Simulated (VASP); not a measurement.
# Pb (P6/mmm) in VASP: a series of runs

The runs below take Pb through single point, with PBE.

Everything below comes from runs of VASP 6.6.1. Logs are shortened: lines on timing, memory, paths and dates and some standing lists are left out, and cuts for length are marked.

**1. The cell of the first run**

It takes space group P6/mmm (No. 191, hexagonal). Conventional cell: a = 3.031 Å, b = 3.031 Å, c = 2.862 Å, α = 90.00°, β = 90.00°, γ = 120.00°. Pb (site symmetry 6/mmm) has 8 Pb at 2.86 to 3.03 Å within 3.8 Å.

This isn't the form of Pb at room conditions, which is fcc.

**2. Single point, PBE**

INCAR

```
PREC = Accurate
ENCUT = 500
EDIFF = 1E-6
ISMEAR = -1
SIGMA = 0.05
LREAL = F
LASPH = T
NELM = 120
ALGO = Normal
ISIF = 2
LWAVE = F
LCHARG = F
GGA = PE
NBANDS = 13
GGA_COMPAT = F
```

KPOINTS

```
regular mesh
0
Gamma
  14 14 13
```

POSCAR

```
Pb
1.0
    3.0314572599      0.0000000000      0.0000000000
   -1.5157286300      2.6253189976      0.0000000000
    0.0000000000      0.0000000000      2.8618666018
Pb
1
Direct
    0.0000000000      0.0000000000      0.0000000000
```

Potentials or basis: VASP PAW PBE potentials, release 64 (Pb_d).

On the command line:

```sh
> cat potpaw_PBE.64/Pb_d/POTCAR > POTCAR
> mpirun -np 1 vasp_std > vasp.out
```

OUTCAR:

```text
PREC = Accurate
   ENCUT = 500
   EDIFF = 1E-6
   ISMEAR = -1
   LREAL = F
   LASPH = T
   NELM = 120
   ISIF = 2
   GGA = PE

 ion  position               nearest neighbor table
   1  0.000  0.000  0.000-

  LATTYP: Found a hexagonal cell.
 ALAT       =     3.0314572599
 C/A-ratio  =     0.9440563915

  Lattice vectors:

 A1 = (   3.0314572599,   0.0000000000,   0.0000000000)
 A2 = (  -1.5157286300,   2.6253189976,   0.0000000000)
 A3 = (   0.0000000000,   0.0000000000,   2.8618666018)

Analysis of symmetry for initial positions (statically):
=====================================================================
 Subroutine PRICEL returns:
 Original cell was already a primitive cell.

 Routine SETGRP: Setting up the symmetry group for a
 hexagonal supercell.

 Subroutine GETGRP returns: Found 24 space group operations
 (whereof 24 operations were pure point group operations)
 out of a pool of 24 trial point group operations.

The static configuration has the point symmetry D_6h.

Analysis of symmetry for dynamics (positions and initial velocities):
=====================================================================
 Subroutine PRICEL returns:
 Original cell was already a primitive cell.

 Routine SETGRP: Setting up the symmetry group for a
 hexagonal supercell.

 Subroutine GETGRP returns: Found 24 space group operations
 (whereof 24 operations were pure point group operations)
 out of a pool of 24 trial point group operations.

The dynamic configuration has the point symmetry D_6h.

 Subroutine INISYM returns: Found 24 space group operations
 (whereof 24 operations are pure point group operations),
 and found     1 'primitive' translations

----------------------------------------------------------------------------------------

                                     Primitive cell

  volume of cell :      22.7763

  direct lattice vectors                    reciprocal lattice vectors
     3.031457260  0.000000000  0.000000000     0.329874352  0.190453046  0.000000000
    -1.515728630  2.625318998  0.000000000     0.000000000  0.380906092  0.000000000
     0.000000000  0.000000000  2.861866602     0.000000000  0.000000000  0.349422296

  length of vectors
     3.031457260  3.031457260  2.861866602     0.380906092  0.380906092  0.349422296

  position of ions in fractional coordinates (direct lattice)
     0.000000000  0.000000000  0.000000000

  ion indices of the primitive-cell ions
   primitive index   ion index
                 1           1

----------------------------------------------------------------------------------------

 KPOINTS: regular mesh

Automatic generation of k-mesh.
 Grid dimensions read from file:
 generate k-points for:   14   14   13

 Generating k-lattice:

  Cartesian coordinates                     Fractional coordinates (reciprocal lattice)
     0.023562454  0.013603789  0.000000000     0.071428571  0.000000000  0.000000000
     0.000000000  0.027207578  0.000000000     0.000000000  0.071428571  0.000000000
     0.000000000  0.000000000  0.026878638     0.000000000  0.000000000  0.076923077

  Length of vectors
     0.027207578  0.027207578  0.026878638

  Shift w.r.t. Gamma in fractional coordinates (k-lattice)
     0.000000000  0.000000000  0.000000000

 Subroutine IBZKPT returns following result:
 ===========================================

 Found    168 irreducible k-points:

 Following reciprocal coordinates:
            Coordinates               Weight
  0.000000  0.000000  0.000000      1.000000
  0.071429  0.000000  0.000000      6.000000
  0.142857 -0.000000  0.000000      6.000000
  0.214286  0.000000  0.000000      6.000000
  0.285714  0.000000  0.000000      6.000000
  0.357143  0.000000  0.000000      6.000000
[... 16 lines left out ...]
  0.285714  0.285714  0.000000      6.000000
  0.357143  0.285714  0.000000      6.000000
 [... further k-points ...]
   k-points           NKPTS =    168   k-points in BZ     NKDIM =    168   number of bands    NBANDS=     13
   number of dos      NEDOS =    301   number of ions     NIONS =      1
   total plane-waves  NPLWV =  13824
   dimension x,y,z NGX =    24 NGY =   24 NGZ =   24
   dimension x,y,z NGXF=    48 NGYF=   48 NGZF=   48
   ions per type =               1
   NGX,Y,Z   is equivalent  to a cutoff of  13.16, 13.16, 13.94 a.u.
   NGXF,Y,Z  is equivalent  to a cutoff of  26.32, 26.32, 27.88 a.u.
 SYSTEM =  unknown system
   PREC   = accura    normal or accurate (medium, high low for compatibility)
   ISTART =      0    job   : 0-new  1-cont  2-samecut
   ICHARG =      2    charge: 1-file 2-atom 10-const
   ISPIN  =      1    spin polarized calculation?
   LNONCOLLINEAR =      F non collinear calculations
   LSORBIT =      F    spin-orbit coupling
   LASPH  =      T    aspherical Exc in radial PAW
   ENCUT  =  500.0 eV  36.75 Ry    6.06 a.u.   5.53  5.53  5.22*2*pi/ulx,y,z
   NELM   =    120;   NELMIN=  2; NELMDL= -5     # of ELM steps
   EDIFF  = 0.1E-05   stopping-criterion for ELM
   LREAL  =      F    real-space projection
   EDIFFG = 0.1E-04   stopping-criterion for IOM
   NSW    =      0    number of steps for IOM
   IBRION =     -1    ionic relax: 0-MD 1-quasi-New 2-CG
   NFREE  =      0    steps in history (QN), initial steepest desc. (CG)
   ISIF   =      2    stress and relaxation
   ISYM   =      2    0-nonsym 1-usesym 2-fastsym
   POTIM  = 0.5000    time-step for ionic-motion
   TEBEG  =    0.0;   TEEND  =   0.0 temperature during run
   PSTRESS=    0.0 pullay stress
   NELECT =      14.0000    total number of electrons
   NUPDOWN=      -1.0000    fix difference up-down
   EMIN   =  10.00;   EMAX   =-10.00  energy-range for DOS
   EFERMI =   0.00;   METHOD = LEGACY
   ISMEAR =    -1;   SIGMA  =   0.05  broadening in eV -4-tet -1-fermi 0-gaus
   EFERMI_NEDOS =   21; number of points for ismear=-14 and -15
   IALGO  =     38    algorithm
   IMIX   =      4    mixing-type and parameters
     AMIX     =   0.40;   BMIX     =  1.00
     AMIX_MAG =   1.60;   BMIX_MAG =  1.00
  volume/ion in A,a.u.               =      22.78       153.70
  Fermi-wavevector in a.u.,A,eV,Ry     =   1.391949  2.630401 26.361573  1.937521
  Thomas-Fermi vector in A             =   2.515739
   LORBIT       =      0    0 simple, 1 ext, 2 COOP (PROOUT), +10 PAW based schemes
   GGA     = PE    functional components
   LHFCALC =     F    Hartree Fock is set to
   AEXX    =    0.0000 exact exchange contribution
   IVDW    =     0    specifies the selected vdW correction
   LEPSILON=     F    determine dielectric tensor
   LRPA    =     F    only Hartree local field effects (RPA)
 non-spin polarized calculation
  energy-cutoff  :      500.00
  volume of cell :       22.78
 maximum number of plane-waves:       599
 NGX is ok and might be reduce to    24
   NGX = 11   NGY = 11   NGZ = 11

 number of electron      14.0000003 magnetization

 Free energy of the ion-electron system (eV)
  ---------------------------------------------------
  ext. energy  EPLUGINS =         0.00000000
  ---------------------------------------------------
  free energy    TOTEN  =        -2.66803709 eV

  energy without entropy =       -2.66472226  energy(sigma->0) =       -2.66637967

 E-fermi :  10.9957     XC(G=0): -11.5848

 val. band max:       10.9587071705   @ k =   0.2857   0.2857   0.3077
 cond. band min:      11.0733120927   @ k =   0.2857   0.2143   0.3846
 fundamental gap:      0.1146049222
 Fermi energy:        10.9957006995

 k-point     1 :       0.0000    0.0000    0.0000
  band No.  band energies     occupation
      1      -7.3622      2.00000
      2      -6.6545      2.00000
      3      -6.6545      2.00000
      4      -5.9112      2.00000
      5      -5.9112      2.00000
      6      -3.2877      2.00000
      7      16.9028      0.00000
      8      19.7582      0.00000
      9      19.7582      0.00000
     10      20.9646      0.00000
     11      21.8029      0.00000
     12      25.4827      0.00000
     13      25.5611      0.00000

 k-point     2 :       0.0714    0.0000    0.0000
  band No.  band energies     occupation
      1      -7.3433      2.00000
      2      -6.6662      2.00000
      3      -6.6172      2.00000
      4      -5.9300      2.00000
      5      -5.9155      2.00000
      6      -3.1609      2.00000
      7      17.0656      0.00000
      8      18.4342      0.00000
      9      19.3243      0.00000
     10      20.7730      0.00000
     11      21.8873      0.00000
     12      25.8342      0.00000
     13      26.0737      0.00000

 k-point     3 :       0.1429   -0.0000    0.0000
  band No.  band energies     occupation
      1      -7.2949      2.00000
      2      -6.6989      2.00000
      3      -6.5114      2.00000
      4      -5.9822      2.00000
      5      -5.9272      2.00000
      6      -2.7737      2.00000
      7      15.9111      0.00000
      8      17.5442      0.00000
      9      18.3475      0.00000
     10      20.4961      0.00000
     11      21.9926      0.00000
     12      26.7230      0.00000
     13      27.2613      0.00000

 k-point     4 :       0.2143    0.0000    0.0000
  band No.  band energies     occupation
      1      -7.2387      2.00000
      2      -6.7424      2.00000
      3      -6.3547      2.00000
      4      -6.0565      2.00000
      5      -5.9443      2.00000
      6      -2.1127      2.00000
      7      13.2298      0.00000
      8      17.2481      0.00000
      9      18.3086      0.00000
     10      20.2269      0.00000
     11      22.0991      0.00000
     12      28.0426      0.00000
     13      28.5837      0.00000

 k-point     5 :       0.2857    0.0000    0.0000
  band No.  band energies     occupation
      1      -7.1998      2.00000
      2      -6.7778      2.00000
      3      -6.1752      2.00000
      4      -6.1374      2.00000
      5      -5.9631      2.00000
      6      -1.1738      2.00000
      7      10.6327      1.99860
      8      16.2424      0.00000
      9      19.3031      0.00000
     10      20.0073      0.00000
     11      22.2184      0.00000
     12      29.2665      0.00000
     13      29.5018      0.00000
[... 257 lines left out ...]
 k-point    22 :       0.3571    0.2143    0.0000
  band No.  band energies     occupation
      1      -7.0305      2.00000
      2      -6.6459      2.00000
      3      -6.2238      2.00000
      4      -6.1274      2.00000
      5      -6.0827      2.00000
      6       2.5187      2.00000
      7       6.3629      2.00000
      8      10.1958      2.00000
      9      22.8468      0.00000
     10      23.2809      0.00000
     11      25.2427      0.00000
     12      26.2126      0.00000
     13      27.6734      0.00000

 k-point    23 :       0.2857    0.2857    0.0000
  band No.  band energies     occupation
      1      -7.0038      2.00000
      2      -6.5735      2.00000
      3      -6.2223      2.00000
      4      -6.2031      2.00000
      5      -6.1086      2.00000
      6       2.4867      2.00000
      7       7.1584      2.00000
      8       9.1151      2.00000
      9      23.0067      0.00000
     10      23.5162      0.00000
     11      25.6110      0.00000
     12      27.3790      0.00000
     13      28.2508      0.00000

 k-point    24 :       0.3571    0.2857    0.0000
  band No.  band energies     occupation
      1      -6.9913      2.00000
      2      -6.4975      2.00000
      3      -6.2878      2.00000
      4      -6.1906      2.00000
      5      -6.1349      2.00000
      6       2.9821      2.00000
      7       6.9586      2.00000
      8       8.4601      2.00000
      9      23.5601      0.00000
     10      23.9729      0.00000
     11      25.0335      0.00000
     12      27.4508      0.00000
     13      27.6733      0.00000

 [... further k-points ...]

------------------------ aborting loop because EDIFF is reached ----------------------------------------

  FORCE on cell =-STRESS in cart. coord.  units (eV):
  Direction    XX          YY          ZZ          XY          YZ          ZX
  --------------------------------------------------------------------------------------
  -------------------------------------------------------------------------------------
  Total        4.9579702      4.9579702      4.9589424     -0.0000000      0.0000000      0.0000000
  in kB      348.7639398    348.7639398    348.8323310     -0.0000000      0.0000000      0.0000000
  external PRESSURE =     348.7867368 kB  Pullay stress =       0.0000000 kB

 VOLUME and BASIS-vectors are now :
 -----------------------------------------------------------------------------
  energy-cutoff  :      500.00
  volume of cell :       22.78
      direct lattice vectors                 reciprocal lattice vectors
     3.031457260  0.000000000  0.000000000     0.329874352  0.190453046  0.000000000
    -1.515728630  2.625318998  0.000000000     0.000000000  0.380906092  0.000000000
     0.000000000  0.000000000  2.861866602     0.000000000  0.000000000  0.349422296

 POSITION                                       TOTAL-FORCE (eV/Angst)
 -----------------------------------------------------------------------------------
      0.00000      0.00000      0.00000        -0.000000      0.000000      0.000000
 -----------------------------------------------------------------------------------
    total drift:                                0.000000      0.000000      0.000000

  FREE ENERGIE OF THE ION-ELECTRON SYSTEM (eV)
  ---------------------------------------------------
  free  energy   TOTEN  =        -2.6680370886 eV

  energy  without entropy=       -2.6647222593  energy(sigma->0) =       -2.66637967
```

Run time: 12 s. Hardware: 1 thread of Intel Xeon 6975P-C (Granite Rapids), shared host; peak memory 0.16 GiB.

What came out:

* Free energy: -2.6680 eV
* Pressure: 34.9 GPa
* Band gap on the k mesh: zero (bands 7 and 8 overlap by 8.61 eV)

Caveat: the cell stands under pressure; spin-orbit coupling is left out, which moves the levels of the heavy elements.

**3. Single point, PBE**

INCAR

```
SYSTEM = Pb
PREC = Accurate ; ENCUT = 500
EDIFF = 1E-6 ; ISMEAR = -1
SIGMA = 0.05 ; LREAL = .FALSE.
LASPH = .TRUE. ; NELM = 120
ALGO = Normal ; ISIF = 2
LWAVE = .FALSE. ; LCHARG = .FALSE.
GGA = PE ; NBANDS = 13
GGA_COMPAT = .FALSE.
```

KPOINTS

```
Automatic mesh
0
G
  14 14 13
  0 0 0
```

POSCAR is that of step 2.

Potentials or basis: VASP PAW PBE potentials, release 64 (Pb_d).

On the command line:

```sh
> cat potpaw_PBE.64/Pb_d/POTCAR > POTCAR
> mpirun -np 1 vasp_std > vasp.out
```

It took 11 s on 1 thread of Intel Xeon 6975P-C (Granite Rapids), shared host; peak memory 0.16 GiB.

The run converged. Its results:

| Property | Result |
| --- | --- |
| Free energy | -2.6680 eV |
| Pressure | 34.9 GPa |
| Band gap on the k mesh | zero (bands 7 and 8 overlap by 8.61 eV) |

Levels at points of the mesh, in eV from the Fermi level:
| k point | band 3 | band 4 | band 5 | band 6 | band 7 | band 8 | band 9 | band 10 | band 11 | band 12 |
| --- | --- | --- | --- | --- | --- | --- | --- | --- | --- | --- |
| (0.00, 0.00, 0.00) | -17.65 | -16.91 | -16.91 | -14.28 | 5.91 | 8.76 | 8.76 | 9.97 | 10.81 | 14.49 |
| (0.50, 0.00, 0.00) | -17.27 | -16.99 | -16.84 | -8.73 | -6.00 | 3.77 | 8.74 | 10.93 | 11.51 | 16.36 |

Caveat: the cell stands under pressure; spin-orbit coupling is left out, which moves the levels of the heavy elements.

The gap in the log of VASP goes by the Fermi energy; the results here count the filled bands.